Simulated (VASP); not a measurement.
## SnSe2: single point with PBE

The system is SnSe2.

```
Sn Se
1.0
     3.81100    0.00000    0.00000
    -1.90550    3.30042    0.00000
     0.00000    0.00000    6.13700
Sn Se
1 2
Cartesian
  0.0000 0.0000 0.0000
  -0.6000 2.2003 1.5342
  1.9055 1.1001 4.6027
```

This cell differs from its parent crystal: atom 2 (Se) moved by (-0.600, +0.000) A along x and z.

* Program: VASP 6.6.1
* Task: single point
* Functional: PBE
* Potentials or basis: VASP PAW PBE potentials, release 64 (Sn_d, Se)
* Cutoff: 520 eV
* k mesh: 12 × 12 × 6
* Occupations: gaussian, width 0.05 eV
* Spin: no spin polarisation
* Dipole correction: no
* Further INCAR settings: ALGO = Normal; EDIFF = 1e-07; NBANDS = 20

```json
{
  "Pressure": "10.3 GPa",
  "Largest force": "4.349 eV/Å",
  "Band gap on the k mesh": "0.03 eV (least direct gap 0.60 eV)"
}
```

Forces in eV/Å, atoms in the order of the input:
```
Sn  -2.258  1.866 -2.301
Se   2.639 -1.587  3.071
Se  -0.381 -0.279 -0.770
```

Stress tensor (GPa, compression positive):
```
 8.00 -2.51  8.55
-2.51  7.89 -4.44
 8.55 -4.44 15.12
```

Levels at points of the mesh, in eV from the valence-band top:
```tsv
k point	band 10	band 11	band 12	band 13	band 14	band 15	band 16	band 17
(0.00, 0.00, 0.00)	-1.15	-0.70	-0.29	0.00	0.60	2.50	3.61	5.58
(0.50, 0.00, 0.00)	-3.35	-2.57	-2.36	-1.01	0.80	3.10	5.33	5.92
(0.00, 0.50, 0.00)	-3.65	-2.54	-1.54	-1.11	1.23	2.70	5.11	6.35
(0.50, 0.50, 0.00)	-3.90	-2.83	-0.68	-0.54	0.65	3.16	4.22	5.67
(0.00, 0.00, 0.50)	-1.67	-1.02	-0.66	-0.17	1.78	2.50	3.58	5.38
(0.50, 0.00, 0.50)	-3.21	-1.89	-1.31	-0.86	0.03	2.82	3.83	5.72
(0.00, 0.50, 0.50)	-3.03	-2.23	-1.42	-0.66	0.72	2.80	4.40	5.13
(0.50, 0.50, 0.50)	-3.07	-2.60	-1.70	-0.83	1.26	3.99	4.73	5.29
```

It took 3.6 min on 1 thread of Intel(R) Xeon(R) 6975P-C (Granite Rapids) (shared host), peak memory 0.69 GiB.

Caveat: the cell differs from its parent crystal (atom 2 (Se) moved by (-0.600, +0.000) A along x and z); the stress differs along the axes, from 8 to 15 GPa; semilocal functionals underestimate gaps, and a narrow one can read as zero; spin-orbit coupling is left out, which moves the levels of the heavy elements; forces of over 1 eV/Å act on the atoms, so gaps and moduli don't describe the material at rest. A k mesh can miss the band edges.
